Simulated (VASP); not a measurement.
# Cd2Pd3I (P1) in VASP: a series of runs

Runs on Cd2Pd3I. Level: PBE. Tasks: single point.

Everything below comes from runs of VASP 6.6.1. Logs are shortened: lines on timing, memory, paths and dates and some standing lists are left out, and cuts for length are marked.

### 1 The cell of the first run

The typed cell holds 12 atoms: a = 6.324 Å, b = 6.137 Å, c = 7.467 Å, α = 85.12°, β = 81.40°, γ = 99.52°.

### 2 Single point, PBE

Input file INCAR:

```
ALGO     = Normal         # electronic algorithm
EDIFF    = 1E-6           # SCF threshold, eV
ENCUT    = 520            # plane-wave cutoff, eV
GGA      = PE             # functional
ISIF     = 2              # what is computed and relaxed
ISMEAR   = 0              # smearing method
LASPH    = T              # aspherical terms in the spheres
LCHARG   = F              # write CHGCAR
LREAL    = F              # projectors in reciprocal space
LWAVE    = F              # write WAVECAR
NBANDS   = 73             # bands
NELM     = 100            # most SCF steps
PREC     = Accurate       # precision mode
SIGMA    = 0.1            # smearing width, eV
```

Input file KPOINTS:

```
k-points
0
Gamma
  3 3 2
```

Input file POSCAR:

```
Cd2Pd3I
1.0
    4.0950620000      4.8168250000     -0.1238320000
    3.9546950000     -4.6928650000      0.0635940000
    1.3034230000      0.1679570000     -7.3506750000
Cd Pd I
4 6 2
Direct
    0.1661478685      0.8701342232      0.9996560714
    0.8574530848      0.1672485393      0.4779756789
    0.6570216271      0.3449979667      0.8886362815
    0.3394609499      0.6214295798      0.4353681892
    0.1653929244      0.0978806740      0.6795073496
    0.0919911033      0.1799828672      0.1699259440
    0.0295932084      0.4598922347      0.9402100896
    0.4775070312      0.0296166330      0.4705612463
    0.4368770578      0.3368075128      0.2167986718
    0.3278081708      0.4498616984      0.7217360805
    0.6236460493      0.8694168138      0.9551959997
    0.8586104159      0.6261279747      0.4558841926
```

Potentials or basis: VASP PAW PBE potentials, release 64 (Cd, Pd, I).

Started as:

```
cat potpaw_PBE.64/Cd/POTCAR potpaw_PBE.64/Pd/POTCAR potpaw_PBE.64/I/POTCAR > POTCAR
mpirun -np 1 vasp_std > vasp.out
```

OUTCAR:

```text
EDIFF = 1E-6
   ENCUT = 520
   GGA = PE
   ISIF = 2
   ISMEAR = 0
   LASPH = T
   LREAL = F
   NELM = 100
   PREC = Accurate

 ion  position               nearest neighbor table
   1  0.166  0.870  1.000-   6 2.45   7 2.62   5 2.67  11 2.86  11 3.49
   2  0.857  0.167  0.478-   8 2.42   6 2.53   5 2.70  12 2.81  12 3.34   3 3.47   4 3.73
   3  0.657  0.345  0.889-   7 2.44   9 2.62  10 2.72  11 2.89  11 3.33   2 3.47  12 3.48
   4  0.339  0.621  0.435-  10 2.29   8 2.56   9 2.58  12 3.03  12 3.30   5 3.48   2 3.73
   5  0.165  0.098  0.680-  10 2.30   8 2.44   1 2.67   2 2.70   7 3.21   4 3.48
   6  0.092  0.180  0.170-   9 2.32   7 2.44   1 2.45   2 2.53
   7  0.030  0.460  0.940-  10 2.31   3 2.44   6 2.44   1 2.62   5 3.21
   8  0.478  0.030  0.471-   2 2.42   5 2.44   4 2.56   9 2.63
   9  0.437  0.337  0.217-   6 2.32   4 2.58   3 2.62   8 2.63
  10  0.328  0.450  0.722-   4 2.29   5 2.30   7 2.31   3 2.72
  11  0.624  0.869  0.955-   1 2.86   3 2.89   3 3.33   1 3.49
  12  0.859  0.626  0.456-   2 2.81   4 3.03   4 3.30   2 3.34   3 3.48

  LATTYP: Found a triclinic cell.
 ALAT       =     8.0509367441
 B/A-ratio  =     0.7854367290
 C/A-ratio  =     1.2496708745
 COS(alpha) =     0.0100439201
 COS(beta)  =     0.5210405891
 COS(gamma) =     0.6593740822

  Lattice vectors:

 A1 = (  -8.0497570000,  -0.1239600000,   0.0602380000)
 A2 = (  -4.0950620000,  -4.8168250000,   0.1238320000)
 A3 = (  -5.2581180000,   4.5249080000,   7.2870810000)

Analysis of symmetry for initial positions (statically):
=====================================================================
 Subroutine PRICEL returns:
 Original cell was already a primitive cell.

 Routine SETGRP: Setting up the symmetry group for a
 triclinic supercell.

 Subroutine GETGRP returns: Found  1 space group operations
 (whereof  1 operations were pure point group operations)
 out of a pool of  2 trial point group operations.

The static configuration has the point symmetry C_1 .

Analysis of symmetry for dynamics (positions and initial velocities):
=====================================================================
 Subroutine PRICEL returns:
 Original cell was already a primitive cell.

 Routine SETGRP: Setting up the symmetry group for a
 triclinic supercell.

 Subroutine GETGRP returns: Found  1 space group operations
 (whereof  1 operations were pure point group operations)
 out of a pool of  2 trial point group operations.

The dynamic configuration has the point symmetry C_1 .

 Subroutine INISYM returns: Found  1 space group operations
 (whereof  1 operations are pure point group operations),
 and found     1 'primitive' translations

----------------------------------------------------------------------------------------

                                     Primitive cell

  volume of cell :     280.8015

  direct lattice vectors                    reciprocal lattice vectors
     4.095062000  4.816825000 -0.123832000     0.122809329  0.103819128  0.024148755
     3.954695000 -4.692865000  0.063594000     0.126018258 -0.106623589  0.019909317
     1.303423000  0.167957000 -7.350675000    -0.000978647 -0.002671421 -0.136276502

  length of vectors
     6.323501422  6.137315264  7.467231349     0.162615205  0.166269577  0.136306197

  position of ions in fractional coordinates (direct lattice)
     0.166147868  0.870134223  0.999656071
     0.857453085  0.167248539  0.477975679
     0.657021627  0.344997967  0.888636281
     0.339460950  0.621429580  0.435368189
     0.165392924  0.097880674  0.679507350
     0.091991103  0.179982867  0.169925944
     0.029593208  0.459892235  0.940210090
     0.477507031  0.029616633  0.470561246
     0.436877058  0.336807513  0.216798672
     0.327808171  0.449861698  0.721736081
     0.623646049  0.869416814  0.955196000
     0.858610416  0.626127975  0.455884193

  ion indices of the primitive-cell ions
   primitive index   ion index
                 1           1
                 2           2
                 3           3
                 4           4
                 5           5
                 6           6
                 7           7
                 8           8
                 9           9
                10          10
                11          11
                12          12

----------------------------------------------------------------------------------------

 KPOINTS: k-points

Automatic generation of k-mesh.
 Grid dimensions read from file:
 generate k-points for:    3    3    2

 Generating k-lattice:

  Cartesian coordinates                     Fractional coordinates (reciprocal lattice)
     0.040936443  0.034606376  0.008049585     0.333333333 -0.000000000  0.000000000
     0.042006086 -0.035541196  0.006636439    -0.000000000  0.333333333  0.000000000
    -0.000489324 -0.001335711 -0.068138251     0.000000000  0.000000000  0.500000000

  Length of vectors
     0.054205068  0.055423192  0.068153098

  Shift w.r.t. Gamma in fractional coordinates (k-lattice)
     0.000000000  0.000000000  0.000000000

 Subroutine IBZKPT returns following result:
 ===========================================

 Found     10 irreducible k-points:

 Following reciprocal coordinates:
            Coordinates               Weight
  0.000000  0.000000  0.000000      1.000000
  0.333333  0.000000  0.000000      2.000000
 -0.000000  0.333333  0.000000      2.000000
  0.333333  0.333333  0.000000      2.000000
 -0.333333  0.333333 -0.000000      2.000000
 -0.000000 -0.000000  0.500000      1.000000
  0.333333 -0.000000  0.500000      2.000000
 -0.000000  0.333333  0.500000      2.000000
  0.333333  0.333333  0.500000      2.000000
 -0.333333  0.333333  0.500000      2.000000
   k-points           NKPTS =     10   k-points in BZ     NKDIM =     10   number of bands    NBANDS=     73
   number of dos      NEDOS =    301   number of ions     NIONS =     12
   total plane-waves  NPLWV = 129024
   dimension x,y,z NGX =    48 NGY =   48 NGZ =   56
   dimension x,y,z NGXF=    96 NGYF=   96 NGZF=  112
   ions per type =               4   6   2
   NGX,Y,Z   is equivalent  to a cutoff of  12.62, 13.00, 12.47 a.u.
   NGXF,Y,Z  is equivalent  to a cutoff of  25.24, 26.00, 24.94 a.u.
 SYSTEM =  unknown system
   PREC   = accura    normal or accurate (medium, high low for compatibility)
   ISTART =      0    job   : 0-new  1-cont  2-samecut
   ICHARG =      2    charge: 1-file 2-atom 10-const
   ISPIN  =      1    spin polarized calculation?
   LNONCOLLINEAR =      F non collinear calculations
   LSORBIT =      F    spin-orbit coupling
   LASPH  =      T    aspherical Exc in radial PAW
   ENCUT  =  520.0 eV  38.22 Ry    6.18 a.u.  11.76 11.41 13.88*2*pi/ulx,y,z
   NELM   =    100;   NELMIN=  2; NELMDL= -5     # of ELM steps
   EDIFF  = 0.1E-05   stopping-criterion for ELM
   LREAL  =      F    real-space projection
   EDIFFG = 0.1E-04   stopping-criterion for IOM
   NSW    =      0    number of steps for IOM
   IBRION =     -1    ionic relax: 0-MD 1-quasi-New 2-CG
   NFREE  =      0    steps in history (QN), initial steepest desc. (CG)
   ISIF   =      2    stress and relaxation
   ISYM   =      2    0-nonsym 1-usesym 2-fastsym
   POTIM  = 0.5000    time-step for ionic-motion
   TEBEG  =    0.0;   TEEND  =   0.0 temperature during run
   PSTRESS=    0.0 pullay stress
   NELECT =     122.0000    total number of electrons
   NUPDOWN=      -1.0000    fix difference up-down
   EMIN   =  10.00;   EMAX   =-10.00  energy-range for DOS
   EFERMI =   0.00;   METHOD = LEGACY
   ISMEAR =     0;   SIGMA  =   0.10  broadening in eV -4-tet -1-fermi 0-gaus
   EFERMI_NEDOS =   21; number of points for ismear=-14 and -15
   IALGO  =     38    algorithm
   IMIX   =      4    mixing-type and parameters
     AMIX     =   0.40;   BMIX     =  1.00
     AMIX_MAG =   1.60;   BMIX_MAG =  1.00
  volume/ion in A,a.u.               =      23.40       157.91
  Fermi-wavevector in a.u.,A,eV,Ry     =   1.239924  2.343116 20.917744  1.537411
  Thomas-Fermi vector in A             =   2.374386
   LORBIT       =      0    0 simple, 1 ext, 2 COOP (PROOUT), +10 PAW based schemes
   GGA     = PE    functional components
   LHFCALC =     F    Hartree Fock is set to
   AEXX    =    0.0000 exact exchange contribution
   IVDW    =     0    specifies the selected vdW correction
   LEPSILON=     F    determine dielectric tensor
   LRPA    =     F    only Hartree local field effects (RPA)
 non-spin polarized calculation
 Gauss-broadening in eV      SIGMA  =   0.10
  energy-cutoff  :      520.00
  volume of cell :      280.80
 maximum number of plane-waves:      7581
   NGX = 23   NGY = 23   NGZ = 27

 number of electron     121.9999997 magnetization

 Free energy of the ion-electron system (eV)
  ---------------------------------------------------
  ext. energy  EPLUGINS =         0.00000000
  ---------------------------------------------------
  free energy    TOTEN  =       -30.30277765 eV

  energy without entropy =      -30.25424405  energy(sigma->0) =      -30.27851085

 E-fermi :   4.7378     XC(G=0): -10.3923

 val. band max:        4.7091861754   @ k =  -0.0000   0.3333   0.0000
 cond. band min:       4.7610845795   @ k =  -0.3333   0.3333   0.5000
 fundamental gap:      0.0518984041
 Fermi energy:         4.7377881392

 k-point     1 :       0.0000    0.0000    0.0000
  band No.  band energies     occupation
      1      -8.7262      2.00000
      2      -8.5320      2.00000
      3      -4.1581      2.00000
      4      -4.0488      2.00000
      5      -3.9900      2.00000
      6      -3.9289      2.00000
[... 65 lines left out ...]
     72       9.0097      0.00000
     73       9.7476      0.00000
[... 682 lines left out ...]
     72       9.1178      0.00000
     73       9.8321      0.00000

------------------------ aborting loop because EDIFF is reached ----------------------------------------

  FORCE on cell =-STRESS in cart. coord.  units (eV):
  Direction    XX          YY          ZZ          XY          YZ          ZX
  --------------------------------------------------------------------------------------
  -------------------------------------------------------------------------------------
  Total       25.7799794     20.9182108     19.1042857      2.1961521      1.7423477      0.9802531
  in kB      147.0935794    119.3536447    109.0038794     12.5306488      9.9413643      5.5930588
  external PRESSURE =     125.1503678 kB  Pullay stress =       0.0000000 kB

 VOLUME and BASIS-vectors are now :
 -----------------------------------------------------------------------------
  energy-cutoff  :      520.00
  volume of cell :      280.80
      direct lattice vectors                 reciprocal lattice vectors
     4.095062000  4.816825000 -0.123832000     0.122809329  0.103819128  0.024148755
     3.954695000 -4.692865000  0.063594000     0.126018258 -0.106623589  0.019909317
     1.303423000  0.167957000 -7.350675000    -0.000978647 -0.002671421 -0.136276502

 POSITION                                       TOTAL-FORCE (eV/Angst)
 -----------------------------------------------------------------------------------
      5.42448     -3.11522     -7.31339        -0.873285      0.982193      0.572358
      4.79574      3.42561     -3.60899         1.086361      0.992935     -0.922031
      5.21318      1.69498     -6.59150        -1.164254     -0.912321      0.810709
      4.41515     -1.20804     -3.20277         0.298866     -1.680415      3.843662
      1.95007      0.45146     -5.00909        -3.100212      0.150232     -0.224020
      1.30997     -0.37299     -1.24902        -1.353403     -1.267560     -0.362175
      3.16541     -1.85775     -6.88560         0.221544     -1.281753     -1.421017
      2.68589      2.24012     -3.51619        -0.874204     -0.647474      0.743100
      3.40359      0.56018     -1.62630         2.022941      1.468431     -0.454328
      4.06219     -0.41093     -5.31723         3.487881      2.187504     -2.603231
      7.23717     -0.91563     -7.04327        -0.166161      0.774993     -0.163184
      6.58642      1.27401     -3.41756         0.413927     -0.766765      0.180156
 -----------------------------------------------------------------------------------
    total drift:                                0.000604      0.000274     -0.000243

  FREE ENERGIE OF THE ION-ELECTRON SYSTEM (eV)
  ---------------------------------------------------
  free  energy   TOTEN  =       -30.3027776535 eV

  energy  without entropy=      -30.2542440488  energy(sigma->0) =      -30.27851085
```

Wall time 7.2 min (1 thread of AMD EPYC 7R43 (Zen 3), shared host); peak memory 0.39 GiB.

Results:

```
Free energy            : -30.3028 eV
Pressure               : 12.5 GPa
Largest force          : 4.871 eV/Å
Band gap on the k mesh : zero (band 61 reaches 4.82 eV, above the bottom of band 62 at 4.64 eV)
```

Forces on the atoms (eV/Å):
```
Cd  -0.873  0.982  0.572
Cd   1.086  0.993 -0.922
Cd  -1.164 -0.912  0.811
Cd   0.299 -1.680  3.844
Pd  -3.100  0.150 -0.224
Pd  -1.353 -1.268 -0.362
Pd   0.222 -1.282 -1.421
Pd  -0.874 -0.647  0.743
Pd   2.023  1.468 -0.454
Pd   3.488  2.188 -2.603
I   -0.166  0.775 -0.163
I    0.414 -0.767  0.180
```

Caveat: the k points lie up to 0.43 Å⁻¹ apart; spin-orbit coupling is left out, which moves the levels of the heavy elements; forces of over 1 eV/Å act on the atoms, so gaps and moduli don't describe the material at rest.

### 3 Single point, PBE

Input file INCAR:

```
PREC = Accurate ; ENCUT = 520
EDIFF = 1E-6 ; ISMEAR = 0
SIGMA = 0.1 ; LREAL = F
LASPH = T ; NELM = 100
ALGO = Normal ; ISIF = 2
LWAVE = F ; LCHARG = F
GGA = PE ; NBANDS = 73
```

Input file KPOINTS:

```
regular mesh
0
Gamma
  3 3 2
```

Input file POSCAR:

```
Cd2Pd3I
1.0
    4.0950620000      4.8168250000     -0.1238320000
    3.9546950000     -4.6928650000      0.0635940000
    1.3034230000      0.1679570000     -7.3506750000
Cd Pd I
4 6 2
Direct
    0.1728595331      0.8517433835      1.0046118522
    0.8592820669      0.1733413079      0.4895599180
    0.6410185515      0.3391947305      0.8716867690
    0.3242560646      0.6179330455      0.4172832505
    0.1388369201      0.0683538198      0.6988818631
    0.0555534819      0.1533297517      0.1782803013
    0.0290590681      0.4850682116      0.9472078395
    0.4901515028      0.0252402528      0.4673522755
    0.4675371163      0.3511511066      0.2117700820
    0.3580901120      0.4698700456      0.7256040977
    0.6369940493      0.8762204431      0.9423566020
    0.8569067737      0.6393186803      0.4596491278
```

Potentials or basis: VASP PAW PBE potentials, release 64 (Cd, Pd, I).

Started as:

```
cat potpaw_PBE.64/Cd/POTCAR potpaw_PBE.64/Pd/POTCAR potpaw_PBE.64/I/POTCAR > POTCAR
mpirun -np 1 vasp_std > vasp.out
```

Wall time 5.3 min (1 thread of AMD EPYC 7R43 (Zen 3), shared host); peak memory 0.39 GiB.

It converged, with:

| Property | Result |
| --- | --- |
| Free energy | -31.6057 eV |
| Pressure | 7.2 GPa |
| Largest force | 2.578 eV/Å |
| Band gap on the k mesh | zero (band 61 reaches 4.67 eV, above the bottom of band 62 at 4.53 eV) |

Forces on the atoms (eV/Å):
```
Cd   1.463 -0.004 -0.415
Cd   1.617  0.689 -1.218
Cd   0.527  1.232 -0.253
Cd  -0.060 -1.100  1.152
Pd   0.197 -0.154  0.237
Pd   0.907 -0.300  0.531
Pd  -2.433  0.845 -0.119
Pd  -1.811 -1.700  0.116
Pd  -0.629  0.747  0.118
Pd  -0.008 -0.361 -0.150
I   -0.001  0.985 -0.207
I    0.231 -0.879  0.207
```

Stress tensor (GPa, compression positive):
```
 7.23  0.03 -1.16
 0.03  8.75  0.08
-1.16  0.08  5.74
```

Levels at points of the mesh, in eV from the Fermi level:
```tsv
k point	band 59	band 60	band 61	band 62	band 63	band 64
(0.00, 0.00, 0.00)	-0.51	-0.44	-0.15	0.53	0.71	1.09
(0.00, 0.00, 0.50)	-0.65	-0.59	-0.06	0.10	1.31	1.41
```

Caveat: the k points lie up to 0.43 Å⁻¹ apart; spin-orbit coupling is left out, which moves the levels of the heavy elements; forces of over 1 eV/Å act on the atoms, so gaps and moduli don't describe the material at rest.

[end of part 1 of 2]
